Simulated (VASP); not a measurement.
# Be3N (P1) in VASP: single point with PBE

Aim: the single point of Be3N with PBE.

Everything below comes from runs of VASP 6.6.1. Logs are shortened: lines on timing, memory, paths and dates and some standing lists are left out, and cuts for length are marked.

## Step 1: The cell of the first run

The typed cell holds 8 atoms: a = 4.993 Å, b = 2.893 Å, c = 5.773 Å, α = 59.90°, β = 89.77°, γ = 73.27°.

The cell was generated, and may not be a known phase.

## Step 2: Single point, PBE

INCAR

```
PREC = Accurate ; ENCUT = 520
EDIFF = 1E-7 ; ISMEAR = 0
SIGMA = 0.1 ; LREAL = False
LASPH = True ; NELM = 100
ALGO = Normal ; ISIF = 2
LWAVE = False ; LCHARG = False
GGA = PE ; NBANDS = 21
```

KPOINTS

```
Automatic mesh
0
Gamma
  4 6 4
```

POSCAR

```
Be3N
1.0
    4.9439039475     -0.5685280360     -0.4097089812
    1.1927884500      2.5331047492      0.7289426753
    0.6459943690      1.4016354605      5.5623888986
Be N
6 2
Direct
    0.8268288615      0.2749963448      0.7505479091
    0.1315224196      0.7217559739      1.1507405420
    0.8182415172      0.3169838030      0.2149292794
    0.5026040655      0.1703736375      0.5170051473
    1.1313651903      0.7786027741      0.5950417458
    0.4778394382      0.1890387987      0.0108429223
    0.4797594502      0.5207000017      0.6782744082
    0.4758379490      0.5234602172      0.1776045097
```

Potentials or basis: VASP PAW PBE potentials, release 64 (Be, N).

The run is started by

```
cat potpaw_PBE.64/Be/POTCAR potpaw_PBE.64/N/POTCAR > POTCAR
mpirun -np 1 vasp_std > vasp.out
```

OUTCAR:

```text
PREC = Accurate
   ENCUT = 520
   EDIFF = 1E-7
   ISMEAR = 0
   LREAL = False
   LASPH = True
   NELM = 100
   ISIF = 2
   GGA = PE

 ion  position               nearest neighbor table
   1  0.827  0.275  0.751-   7 1.64   2 2.27   5 2.28   5 2.28   6 2.28   4 2.29   4 2.29
   2  0.132  0.722  0.151-   8 1.63   3 2.14   3 2.15   1 2.27   4 2.32
   3  0.818  0.317  0.215-   8 1.62   2 2.14   2 2.15   5 2.21   6 2.28   6 2.29   4 2.31
   4  0.503  0.170  0.517-   7 1.67   7 1.67   8 1.68   1 2.29   1 2.29   3 2.31   2 2.32   5 2.37
                             5 2.38
   5  0.131  0.779  0.595-   7 1.65   3 2.21   1 2.28   1 2.28   4 2.37   4 2.38
   6  0.478  0.189  0.011-   7 1.66   8 1.67   8 1.67   3 2.28   1 2.28   3 2.29
   7  0.480  0.521  0.678-   1 1.64   5 1.65   6 1.66   4 1.67   4 1.67
   8  0.476  0.523  0.178-   3 1.62   2 1.63   6 1.67   6 1.67   4 1.68

  LATTYP: Found a triclinic cell.
 ALAT       =     6.4639935761
 B/A-ratio  =     0.4475901568
 C/A-ratio  =     0.7726086661
 COS(alpha) =     0.0003436418
 COS(beta)  =     0.1254647575
 COS(gamma) =     0.6728356121

  Lattice vectors:

 A1 = (   2.5583270475,  -5.6347375344,  -1.8675943318)
 A2 = (  -1.1927884500,  -2.5331047492,  -0.7289426753)
 A3 = (   0.5467940810,   1.1314692887,  -4.8334462233)

Analysis of symmetry for initial positions (statically):
=====================================================================
 Subroutine PRICEL returns:
 Original cell was already a primitive cell.

 Routine SETGRP: Setting up the symmetry group for a
 triclinic supercell.

 Subroutine GETGRP returns: Found  1 space group operations
 (whereof  1 operations were pure point group operations)
 out of a pool of  2 trial point group operations.

The static configuration has the point symmetry C_1 .

Analysis of symmetry for dynamics (positions and initial velocities):
=====================================================================
 Subroutine PRICEL returns:
 Original cell was already a primitive cell.

 Routine SETGRP: Setting up the symmetry group for a
 triclinic supercell.

 Subroutine GETGRP returns: Found  1 space group operations
 (whereof  1 operations were pure point group operations)
 out of a pool of  2 trial point group operations.

The dynamic configuration has the point symmetry C_1 .

 Subroutine INISYM returns: Found  1 space group operations
 (whereof  1 operations are pure point group operations),
 and found     1 'primitive' translations

----------------------------------------------------------------------------------------

                                     Primitive cell

  volume of cell :      68.0987

  direct lattice vectors                    reciprocal lattice vectors
     4.943903947 -0.568528036 -0.409708981     0.191903800 -0.090513610  0.000521055
     1.192788450  2.533104749  0.728942675     0.038005291  0.407710879 -0.107150586
     0.645994369  1.401635461  5.562388899     0.009154526 -0.060096858  0.193859174

  length of vectors
     4.993322723  2.893219898  5.772526392     0.212179296  0.423265650  0.203166968

  position of ions in fractional coordinates (direct lattice)
     0.826828861  0.274996345  0.750547909
     0.131522420  0.721755974  0.150740542
     0.818241517  0.316983803  0.214929279
     0.502604066  0.170373637  0.517005147
     0.131365190  0.778602774  0.595041746
     0.477839438  0.189038799  0.010842922
     0.479759450  0.520700002  0.678274408
     0.475837949  0.523460217  0.177604510

  ion indices of the primitive-cell ions
   primitive index   ion index
                 1           1
                 2           2
                 3           3
                 4           4
                 5           5
                 6           6
                 7           7
                 8           8

----------------------------------------------------------------------------------------

 KPOINTS: Automatic mesh

Automatic generation of k-mesh.
 Grid dimensions read from file:
 generate k-points for:    4    6    4

 Generating k-lattice:

  Cartesian coordinates                     Fractional coordinates (reciprocal lattice)
     0.047975950 -0.022628403  0.000130264     0.250000000 -0.000000000 -0.000000000
     0.006334215  0.067951813 -0.017858431     0.000000000  0.166666667 -0.000000000
     0.002288631 -0.015024215  0.048464793     0.000000000  0.000000000  0.250000000

  Length of vectors
     0.053044824  0.070544275  0.050791742

  Shift w.r.t. Gamma in fractional coordinates (k-lattice)
     0.000000000  0.000000000  0.000000000

 Subroutine IBZKPT returns following result:
 ===========================================

 Found     52 irreducible k-points:

 Following reciprocal coordinates:
            Coordinates               Weight
  0.000000  0.000000  0.000000      1.000000
  0.250000 -0.000000  0.000000      2.000000
  0.500000 -0.000000  0.000000      1.000000
 -0.000000  0.166667  0.000000      2.000000
  0.250000  0.166667  0.000000      2.000000
  0.500000  0.166667  0.000000      2.000000
[... 16 lines left out ...]
 -0.000000  0.333333  0.250000      2.000000
  0.250000  0.333333  0.250000      2.000000
 [... further k-points ...]
   k-points           NKPTS =     52   k-points in BZ     NKDIM =     52   number of bands    NBANDS=     21
   number of dos      NEDOS =    301   number of ions     NIONS =      8
   total plane-waves  NPLWV =  46080
   dimension x,y,z NGX =    40 NGY =   24 NGZ =   48
   dimension x,y,z NGXF=    80 NGYF=   48 NGZF=   96
   ions per type =               6   2
   NGX,Y,Z   is equivalent  to a cutoff of  13.32, 13.79, 13.82 a.u.
   NGXF,Y,Z  is equivalent  to a cutoff of  26.63, 27.58, 27.65 a.u.
 SYSTEM =  unknown system
   PREC   = accura    normal or accurate (medium, high low for compatibility)
   ISTART =      0    job   : 0-new  1-cont  2-samecut
   ICHARG =      2    charge: 1-file 2-atom 10-const
   ISPIN  =      1    spin polarized calculation?
   LNONCOLLINEAR =      F non collinear calculations
   LSORBIT =      F    spin-orbit coupling
   LASPH  =      T    aspherical Exc in radial PAW
   ENCUT  =  520.0 eV  38.22 Ry    6.18 a.u.   9.28  5.38 10.73*2*pi/ulx,y,z
   NELM   =    100;   NELMIN=  2; NELMDL= -5     # of ELM steps
   EDIFF  = 0.1E-06   stopping-criterion for ELM
   LREAL  =      F    real-space projection
   EDIFFG = 0.1E-05   stopping-criterion for IOM
   NSW    =      0    number of steps for IOM
   IBRION =     -1    ionic relax: 0-MD 1-quasi-New 2-CG
   NFREE  =      0    steps in history (QN), initial steepest desc. (CG)
   ISIF   =      2    stress and relaxation
   ISYM   =      2    0-nonsym 1-usesym 2-fastsym
   POTIM  = 0.5000    time-step for ionic-motion
   TEBEG  =    0.0;   TEEND  =   0.0 temperature during run
   PSTRESS=    0.0 pullay stress
   NELECT =      22.0000    total number of electrons
   NUPDOWN=      -1.0000    fix difference up-down
   EMIN   =  10.00;   EMAX   =-10.00  energy-range for DOS
   EFERMI =   0.00;   METHOD = LEGACY
   ISMEAR =     0;   SIGMA  =   0.10  broadening in eV -4-tet -1-fermi 0-gaus
   EFERMI_NEDOS =   21; number of points for ismear=-14 and -15
   IALGO  =     38    algorithm
   IMIX   =      4    mixing-type and parameters
     AMIX     =   0.40;   BMIX     =  1.00
     AMIX_MAG =   1.60;   BMIX_MAG =  1.00
  volume/ion in A,a.u.               =       8.51        57.44
  Fermi-wavevector in a.u.,A,eV,Ry     =   1.123318  2.122763 17.168424  1.261844
  Thomas-Fermi vector in A             =   2.259984
   LORBIT       =      0    0 simple, 1 ext, 2 COOP (PROOUT), +10 PAW based schemes
   GGA     = PE    functional components
   LHFCALC =     F    Hartree Fock is set to
   AEXX    =    0.0000 exact exchange contribution
   IVDW    =     0    specifies the selected vdW correction
   LEPSILON=     F    determine dielectric tensor
   LRPA    =     F    only Hartree local field effects (RPA)
 non-spin polarized calculation
 Gauss-broadening in eV      SIGMA  =   0.10
  energy-cutoff  :      520.00
  volume of cell :       68.10
 maximum number of plane-waves:      1868
 NGX is ok and might be reduce to    40
   NGX = 19   NGY = 11   NGZ = 21

 number of electron      21.9999999 magnetization

 Free energy of the ion-electron system (eV)
  ---------------------------------------------------
  ext. energy  EPLUGINS =         0.00000000
  ---------------------------------------------------
  free energy    TOTEN  =       -42.80445104 eV

  energy without entropy =      -42.80154923  energy(sigma->0) =      -42.80300014

 E-fermi :   5.7669     XC(G=0): -10.3619

 val. band max:        5.7034653522   @ k =   0.5000  -0.3333   0.2500
 cond. band min:       5.8038501292   @ k =   0.2500   0.3333   0.5000
 fundamental gap:      0.1003847770
 Fermi energy:         5.7669043712

 k-point     1 :       0.0000    0.0000    0.0000
  band No.  band energies     occupation
      1     -11.4968      2.00000
      2     -10.1300      2.00000
      3      -2.5430      2.00000
      4      -2.0825      2.00000
      5      -0.9594      2.00000
      6      -0.0535      2.00000
[... 13 lines left out ...]
     20      15.3101      0.00000
     21      15.3469      0.00000

 k-point     2 :       0.2500   -0.0000    0.0000
  band No.  band energies     occupation
      1     -11.4828      2.00000
      2     -10.1310      2.00000
      3      -3.1917      2.00000
      4      -2.0601      2.00000
      5      -0.1097      2.00000
      6       0.2634      2.00000
[... 13 lines left out ...]
     20      15.0405      0.00000
     21      15.1312      0.00000
[... 487 lines left out ...]
      5      -0.6070      2.00000
      6      -0.4040      2.00000
[... 13 lines left out ...]
     20      14.6914      0.00000
     21      16.3775      0.00000

 k-point    24 :       0.2500    0.3333    0.2500
  band No.  band energies     occupation
      1     -10.7337      2.00000
      2      -9.9500      2.00000
      3      -1.5859      2.00000
      4      -1.3257      2.00000
      5      -0.8421      2.00000
      6      -0.4591      2.00000
[... 13 lines left out ...]
     20      14.7793      0.00000
     21      16.4016      0.00000

 [... further k-points ...]

------------------------ aborting loop because EDIFF is reached ----------------------------------------

  FORCE on cell =-STRESS in cart. coord.  units (eV):
  Direction    XX          YY          ZZ          XY          YZ          ZX
  --------------------------------------------------------------------------------------
  -------------------------------------------------------------------------------------
  Total        0.1265887      0.0758518      0.1451788     -0.0036648      0.0305462     -0.0453664
  in kB        2.9782868      1.7845863      3.4156616     -0.0862219      0.7186690     -1.0673483
  external PRESSURE =       2.7261782 kB  Pullay stress =       0.0000000 kB

 VOLUME and BASIS-vectors are now :
 -----------------------------------------------------------------------------
  energy-cutoff  :      520.00
  volume of cell :       68.10
      direct lattice vectors                 reciprocal lattice vectors
     4.943903947 -0.568528036 -0.409708981     0.191903800 -0.090513610  0.000521055
     1.192788450  2.533104749  0.728942675     0.038005291  0.407710879 -0.107150586
     0.645994369  1.401635461  5.562388899     0.009154526 -0.060096858  0.193859174

 POSITION                                       TOTAL-FORCE (eV/Angst)
 -----------------------------------------------------------------------------------
      4.90062      1.27851      4.03654         0.034084     -0.018053      0.013720
      1.60851      1.96479      1.31071        -0.016858      0.014720     -0.007387
      4.56225      0.63901      1.09134         0.026901     -0.019766      0.003445
      3.02203      0.87048      2.79405        -0.000730      0.002409      0.007649
      1.96256      2.73163      3.82359        -0.032447      0.018996     -0.017387
      2.59488      0.22239      0.00234        -0.004243      0.002470     -0.000469
      3.43113      1.99692      3.95582        -0.001987     -0.000966     -0.006161
      3.09161      1.30439      1.17452        -0.004721      0.000192      0.006589
 -----------------------------------------------------------------------------------
    total drift:                               -0.000049      0.000009      0.000207

  FREE ENERGIE OF THE ION-ELECTRON SYSTEM (eV)
  ---------------------------------------------------
  free  energy   TOTEN  =       -42.8044510383 eV

  energy  without entropy=      -42.8015492345  energy(sigma->0) =      -42.80300014
```

Run time: 65 s. Hardware: 1 thread of AMD EPYC 7R13 (Zen 3), shared host; peak memory 0.19 GiB.

What came out:

- Free energy: -42.8045 eV
- Pressure: 0.3 GPa
- Largest force: 0.041 eV/Å
- Band gap on the k mesh: zero (bands 11 and 12 overlap by 2.93 eV)

Forces in eV/Å, atoms in the order of the input:
```
Be   0.034 -0.018  0.014
Be  -0.017  0.015 -0.007
Be   0.027 -0.020  0.003
Be  -0.001  0.002  0.008
Be  -0.032  0.019 -0.017
Be  -0.004  0.002  0.000
N   -0.002 -0.001 -0.006
N   -0.005  0.000  0.007
```

Stress tensor (GPa, compression positive):
```
 0.30 -0.01 -0.11
-0.01  0.18  0.07
-0.11  0.07  0.34
```

Caveat: the k points lie up to 0.39 Å⁻¹ apart, too coarse for converged energies and pressures of a metal.

The gap in the log of VASP goes by the Fermi energy; the results here count the filled bands.